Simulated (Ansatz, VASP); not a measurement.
# Two plane-wave programs on Te2Mo

Contents of INCAR:

```
ALGO     = Normal         # electronic algorithm
EDIFF    = 1E-6           # SCF threshold, eV
ENCUT    = 520            # plane-wave cutoff, eV
GGA      = PS             # functional
ISIF     = 2              # what is computed and relaxed
ISMEAR   = 0              # smearing method
LASPH    = T              # aspherical terms in the spheres
LCHARG   = F              # write CHGCAR
LREAL    = F              # projectors in reciprocal space
LWAVE    = F              # write WAVECAR
NBANDS   = 35             # bands
NELM     = 100            # most SCF steps
PREC     = Accurate       # precision mode
SIGMA    = 0.05           # smearing width, eV
```

The input KPOINTS:

```
k-points
0
Gamma
  12 12 2
```

File POSCAR:

```
Te2Mo
1.0
    3.5813440987      0.0000000000      0.0000000000
   -1.7906720493      3.1015349692      0.0000000000
    0.0000000000      0.0000000000     14.0085389608
Te Mo
4 2
Direct
    0.3333333333      0.6666666667      0.6211281373
    0.6666666667      0.3333333333      0.1211281373
    0.3333333333      0.6666666667      0.8788718627
    0.6666666667      0.3333333333      0.3788718627
    0.3333333333      0.6666666667      0.2500000000
    0.6666666667      0.3333333333      0.7500000000
```

Input for Ansatz:

```yaml
crystal:
  lattice:
    - [3.5813440987, 0.0, 0.0]
    - [-1.7906720493, 3.1015349692, 0.0]
    - [0.0, 0.0, 14.0085389608]
  atoms:
    - { symbol: Te, position: [0.3333333333, 0.6666666667, 0.6211281373] }
    - { symbol: Te, position: [0.6666666667, 0.3333333333, 0.1211281373] }
    - { symbol: Te, position: [0.3333333333, 0.6666666667, 0.8788718627] }
    - { symbol: Te, position: [0.6666666667, 0.3333333333, 0.3788718627] }
    - { symbol: Mo, position: [0.3333333333, 0.6666666667, 0.25] }
    - { symbol: Mo, position: [0.6666666667, 0.3333333333, 0.75] }
basis:
  ecutwfc: 420
kpoints:
  mp_grid: { grid: [12, 12, 2] }
hamiltonian:
  xc: pbesol
scf:
  occupations: { method: gaussian, width: 0.05 }
output:
  forces: true
  stress: true
  eigenvalues: true
```

Change from the starting cell: strain +0.025 along x and y, +0.000 along z, atoms carried along.

Alike in both runs: task single point; functional PBEsol; k mesh 12 × 12 × 2; occupations gaussian, width 0.05 eV; no spin polarisation.

```csv
,VASP,Ansatz
version,VASP 6.6.1,Ansatz 0.2.0
potentials or method,"VASP PAW PBE potentials, release 64 (Te, Mo_sv), cutoff 520 eV","scalar-relativistic, plane waves, PAW"
valence electrons in the cell,52,92
```

```csv
,VASP,Ansatz,Ansatz less VASP
gap on the k mesh at the Fermi level (eV),0.69,0.70,+0.006
least direct gap on the mesh (eV),0.93,0.93,+0.001
pressure (GPa),-4.2,-4.3,-0.09
"traceless stress, the component that is largest in VASP (GPa)",0.97,0.91,-0.059
rms of the force components (eV/Å),0.184,0.198,+0.0131
```

VASP's potentials were made for PBE, not for PBEsol. Atom by atom the forces differ by 0.013 eV/Å (rms over components). VASP's potentials hold 52 valence electrons a cell and Ansatz's 92, so a difference there can come from the potentials and not from the codes.

Neither program's run includes spin-orbit coupling.
